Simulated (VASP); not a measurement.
# PdRhF3 (P4/mmm) in VASP: single point with PBE

Aim: the single point of PdRhF3 with PBE.

Everything below comes from runs of VASP 6.6.1. Logs are shortened: lines on timing, memory, paths and dates and some standing lists are left out, and cuts for length are marked.

**1. The cell of the first run**

Symmetry: P4/mmm, No. 123, tetragonal system. Conventional cell: a = 3.111 Å, b = 3.111 Å, c = 8.204 Å, α = 90.00°, β = 90.00°, γ = 90.00°. Pd (site symmetry 4/mmm) has 6 F at 2.17 to 2.20 Å within 2.9 Å. Rh (site symmetry 4/mmm) has 2 F at 1.93 Å within 2.6 Å. F (site symmetry 4mm) has 1 Rh at 1.93 Å and 1 Pd at 2.17 Å within 2.6 Å. F (site symmetry 4/mmm) has 4 Pd at 2.20 Å within 2.9 Å.

**2. Single point, PBE, collinear spin, ferromagnetic start**

INCAR

```
SYSTEM = PdRhF3
ALGO = Normal ; EDIFF = 1E-6
ENCUT = 520 ; GGA = PE
ISIF = 2 ; ISMEAR = 0
ISPIN = 2 ; LASPH = .True.
LCHARG = .False. ; LMAXMIX = 4
LORBIT = 11 ; LREAL = .False.
LWAVE = .False. ; MAGMOM = 0.22 1.04 0.12 0.12 0
NBANDS = 35 ; NELM = 150
PREC = Accurate ; SIGMA = 0.1
```

KPOINTS

```
k-points
0
Gamma
  10 10 4
  0 0 0
```

POSCAR

```
PdRhF3
1.0
    3.1112806209      0.0000000000      0.0000000000
    0.0000000000      3.1112806209      0.0000000000
    0.0000000000      0.0000000000      8.2036477355
Pd Rh F
1 1 3
Direct
    0.0000000000      0.0000000000      0.5000000000
    0.0000000000      0.0000000000      0.0000000000
    0.0000000000      0.0000000000      0.2357725109
    0.0000000000      0.0000000000      0.7642274891
    0.5000000000      0.5000000000      0.5000000000
```

Potentials or basis: VASP PAW PBE potentials, release 64 (Pd, Rh_pv, F).

Command:

```bash
$ cat potpaw_PBE.64/Pd/POTCAR potpaw_PBE.64/Rh_pv/POTCAR potpaw_PBE.64/F/POTCAR > POTCAR
$ mpirun -np 1 vasp_std > vasp.out
```

OUTCAR:

```text
SYSTEM = PdRhF3
   EDIFF = 1E-6
   ENCUT = 520
   GGA = PE
   ISIF = 2
   ISMEAR = 0
   ISPIN = 2
   LASPH = .True.
   LORBIT = 11
   LREAL = .False.
   NELM = 150
   PREC = Accurate

 ion  position               nearest neighbor table
   1  0.000  0.000  0.500-   3 2.17   4 2.17   5 2.20   5 2.20   5 2.20   5 2.20
   2  0.000  0.000  0.000-   3 1.93   4 1.93
   3  0.000  0.000  0.236-   2 1.93   1 2.17
   4  0.000  0.000  0.764-   2 1.93   1 2.17
   5  0.500  0.500  0.500-   1 2.20   1 2.20   1 2.20   1 2.20

  LATTYP: Found a simple tetragonal cell.
 ALAT       =     3.1112806209
 C/A-ratio  =     2.6367431084

  Lattice vectors:

 A1 = (   3.1112806209,   0.0000000000,   0.0000000000)
 A2 = (   0.0000000000,   3.1112806209,   0.0000000000)
 A3 = (   0.0000000000,   0.0000000000,   8.2036477355)

Analysis of symmetry for initial positions (statically):
=====================================================================
 Subroutine PRICEL returns:
 Original cell was already a primitive cell.

 Routine SETGRP: Setting up the symmetry group for a
 simple tetragonal supercell.

 Subroutine GETGRP returns: Found 16 space group operations
 (whereof 16 operations were pure point group operations)
 out of a pool of 16 trial point group operations.

The static configuration has the point symmetry D_4h.

Analysis of symmetry for dynamics (positions and initial velocities):
=====================================================================
 Subroutine PRICEL returns:
 Original cell was already a primitive cell.

 Routine SETGRP: Setting up the symmetry group for a
 simple tetragonal supercell.

 Subroutine GETGRP returns: Found 16 space group operations
 (whereof 16 operations were pure point group operations)
 out of a pool of 16 trial point group operations.

The dynamic configuration has the point symmetry D_4h.

Analysis of structural, dynamic, and magnetic symmetry:
=====================================================================
 Subroutine PRICEL returns:
 Original cell was already a primitive cell.

 Routine SETGRP: Setting up the symmetry group for a
 simple tetragonal supercell.

 Subroutine GETGRP returns: Found 16 space group operations
 (whereof 16 operations were pure point group operations)
 out of a pool of 16 trial point group operations.

The overall configuration has the point symmetry D_4h.

 Subroutine INISYM returns: Found 16 space group operations
[... 132 lines left out ...]
   LEPSILON=     F    determine dielectric tensor
   LRPA    =     F    only Hartree local field effects (RPA)
 spin polarized calculation
 Gauss-broadening in eV      SIGMA  =   0.10
  energy-cutoff  :      520.00
  volume of cell :       79.41
 maximum number of plane-waves:      2168
 NGX is ok and might be reduce to    24
   NGX = 11   NGY = 11   NGZ = 31

 number of electron      46.0000027 magnetization       1.7107915

 Free energy of the ion-electron system (eV)
  ---------------------------------------------------
  ext. energy  EPLUGINS =         0.00000000
  ---------------------------------------------------
  free energy    TOTEN  =       -21.26646012 eV

  energy without entropy =      -21.23742973  energy(sigma->0) =      -21.25194492

 E-fermi :   2.4595     XC(G=0):  -9.7511

 val. band max:        2.4548617474   @ k =   0.3000   0.0000   0.5000
 cond. band min:       2.4601298620   @ k =   0.5000   0.3000   0.2500
 fundamental gap:      0.0052681146
 Fermi energy:         2.4594734380

 spin component 1

 k-point     1 :       0.0000    0.0000    0.0000
  band No.  band energies     occupation
      1     -44.8233      1.00000
      2     -43.7603      1.00000
      3     -43.7603      1.00000
      4     -21.5727      1.00000
      5     -20.9509      1.00000
      6     -20.6839      1.00000
[... 901 lines left out ...]
     34      17.9530      0.00000
     35      19.0203      0.00000

 [... further k-points ...]

 spin component 2

 k-point     1 :       0.0000    0.0000    0.0000
  band No.  band energies     occupation
      1     -43.6717      1.00000
      2     -42.8547      1.00000
      3     -42.8547      1.00000
      4     -21.5416      1.00000
      5     -20.7556      1.00000
      6     -20.4811      1.00000
[... 901 lines left out ...]
     34      18.2229      0.00000
     35      19.1275      0.00000

 [... further k-points ...]

------------------------ aborting loop because EDIFF is reached ----------------------------------------

  FORCE on cell =-STRESS in cart. coord.  units (eV):
  Direction    XX          YY          ZZ          XY          YZ          ZX
  --------------------------------------------------------------------------------------
  -------------------------------------------------------------------------------------
  Total       -0.1520855     -0.1520855      0.0770566      0.0000000      0.0000000      0.0000000
  in kB       -3.0684068     -3.0684068      1.5546595      0.0000000      0.0000000      0.0000000
  external PRESSURE =      -1.5273847 kB  Pullay stress =       0.0000000 kB

 VOLUME and BASIS-vectors are now :
 -----------------------------------------------------------------------------
  energy-cutoff  :      520.00
  volume of cell :       79.41
      direct lattice vectors                 reciprocal lattice vectors
     3.111280621  0.000000000  0.000000000     0.321411059  0.000000000  0.000000000
     0.000000000  3.111280621  0.000000000     0.000000000  0.321411059  0.000000000
     0.000000000  0.000000000  8.203647736     0.000000000  0.000000000  0.121896994

 POSITION                                       TOTAL-FORCE (eV/Angst)
 -----------------------------------------------------------------------------------
      0.00000      0.00000      4.10182         0.000000     -0.000000     -0.000000
      0.00000      0.00000      0.00000         0.000000     -0.000000     -0.000000
      0.00000      0.00000      1.93419        -0.000000     -0.000000      0.076890
      0.00000      0.00000      6.26945         0.000000      0.000000     -0.076890
      1.55564      1.55564      4.10182         0.000000     -0.000000     -0.000000
 -----------------------------------------------------------------------------------
    total drift:                                0.000000      0.000000      0.000000

  FREE ENERGIE OF THE ION-ELECTRON SYSTEM (eV)
  ---------------------------------------------------
  free  energy   TOTEN  =       -21.2664601184 eV

  energy  without entropy=      -21.2374297285  energy(sigma->0) =      -21.25194492

 total charge

# of ion       s       p       d       tot
------------------------------------------
    1        0.242   0.307   8.429   8.978
    2        0.296   6.138   6.984  13.418
    3        1.739   4.305   0.000   6.043
    4        1.739   4.305   0.000   6.043
    5        1.751   4.280   0.000   6.032
--------------------------------------------------
tot          5.766  19.335  15.413  40.515

 magnetization (x)

# of ion       s       p       d       tot
------------------------------------------
    1        0.000   0.000   0.195   0.195
    2        0.006   0.004   1.247   1.257
    3        0.002   0.104   0.000   0.106
    4        0.002   0.104   0.000   0.106
    5        0.000   0.014   0.000   0.014
--------------------------------------------------
tot          0.011   0.227   1.442   1.680
```

OSZICAR:

```text
N       E                     dE             d eps       ncg     rms          rms(c)
DAV:   1     0.396041781911E+03    0.39604E+03   -0.25660E+04  9220   0.128E+03
DAV:   2    -0.484213911483E+01   -0.40088E+03   -0.38288E+03  9422   0.364E+02
DAV:   3    -0.237359024954E+02   -0.18894E+02   -0.18635E+02 10123   0.817E+01
[... 11 lines left out ...]
DAV:  15    -0.212664502230E+02   -0.59715E-05   -0.17018E-05  9298   0.338E-02    0.247E-02
DAV:  16    -0.212664556656E+02   -0.54426E-05   -0.39347E-06  9086   0.123E-02    0.143E-02
DAV:  17    -0.212664581777E+02   -0.25120E-05   -0.41534E-06  7223   0.101E-02    0.840E-03
DAV:  18    -0.212664592948E+02   -0.11171E-05   -0.14883E-06  6230   0.579E-03    0.725E-03
DAV:  19    -0.212664601184E+02   -0.82363E-06   -0.12715E-06  6404   0.606E-03
   1 F= -.21266460E+02 E0= -.21251945E+02  d E =-.290304E-01  mag=     1.7132
```

stdout:

```text
POSCAR found type information on POSCAR PdRhF
 POSCAR found :  3 types and       5 ions
 scaLAPACK will be used
 LDA part: xc-table for (Slater+PW92), standard interpolation
 POSCAR, INCAR and KPOINTS ok, starting setup
 FFT: planning ... GRIDC
 FFT: planning ... GRID_SOFT
 FFT: planning ... GRID
 WAVECAR not read
 entering main loop
```

Run time: 5.4 min. Hardware: 1 thread of Intel Xeon Platinum 8259CL at 2.50GHz (Skylake/Cascade Lake), shared host; peak memory 0.4 GiB.

Results:

```
Free energy                                           : -21.2665 eV
Pressure                                              : -0.2 GPa
Largest force                                         : 0.077 eV/Å
Net moment                                            : 1.71 μB per cell
Site moments                                          : Pd +0.20; Rh +1.26; F +0.11, +0.01 (each value once) μB
Valence electrons inside the program's atomic spheres : Pd 8.98; Rh 13.42; F 6.04, 6.03 (each value once)
```

Forces on the atoms (eV/Å):
```
Pd   0.000  0.000  0.000
Rh   0.000  0.000  0.000
F    0.000  0.000  0.077
F    0.000  0.000 -0.077
F    0.000  0.000  0.000
```

Stress tensor (GPa, compression positive):
```
-0.31  0.00  0.00
 0.00 -0.31  0.00
 0.00  0.00  0.16
```

Levels at points of the mesh, in eV from the Fermi level:
Spin up:
```tsv
k point	band 20	band 21	band 22	band 23	band 24	band 25	band 26	band 27	band 28	band 29
(0.00, 0.00, 0.00)	-1.54	-1.53	-1.28	-0.57	-0.57	-0.53	1.80	5.22	5.66	10.34
(0.50, 0.00, 0.00)	-1.19	-0.76	-0.56	-0.53	0.88	1.27	3.35	6.05	7.13	8.56
(0.50, 0.50, 0.00)	-0.99	-0.93	-0.93	-0.68	-0.02	1.57	6.56	6.56	8.67	9.94
(0.00, 0.00, 0.50)	-1.21	-1.21	-1.04	-0.83	-0.83	-0.53	2.93	3.31	6.95	8.58
(0.50, 0.00, 0.50)	-1.14	-1.06	-0.78	0.30	0.77	0.88	3.37	6.12	7.13	7.62
(0.50, 0.50, 0.50)	-1.28	-1.28	-0.68	-0.28	-0.02	1.23	6.58	6.58	8.83	10.08
```
Spin down:
| k point | band 19 | band 20 | band 21 | band 22 | band 23 | band 24 | band 25 | band 26 |
| --- | --- | --- | --- | --- | --- | --- | --- | --- |
| (0.00, 0.00, 0.00) | -1.40 | -1.23 | -1.23 | -1.03 | 0.21 | 0.41 | 0.41 | 2.01 |
| (0.50, 0.00, 0.00) | -1.13 | -0.50 | -0.17 | -0.11 | 0.46 | 1.00 | 1.77 | 3.43 |
| (0.50, 0.50, 0.00) | -1.17 | -0.64 | -0.58 | -0.05 | -0.05 | 0.80 | 2.06 | 6.73 |
| (0.00, 0.00, 0.50) | -1.40 | -1.08 | -1.08 | -0.83 | 0.21 | 0.31 | 0.31 | 3.01 |
| (0.50, 0.00, 0.50) | -0.95 | -0.50 | -0.37 | 0.37 | 0.54 | 1.00 | 1.38 | 3.46 |
| (0.50, 0.50, 0.50) | -1.17 | -0.58 | -0.22 | -0.22 | -0.02 | 0.80 | 1.78 | 6.75 |
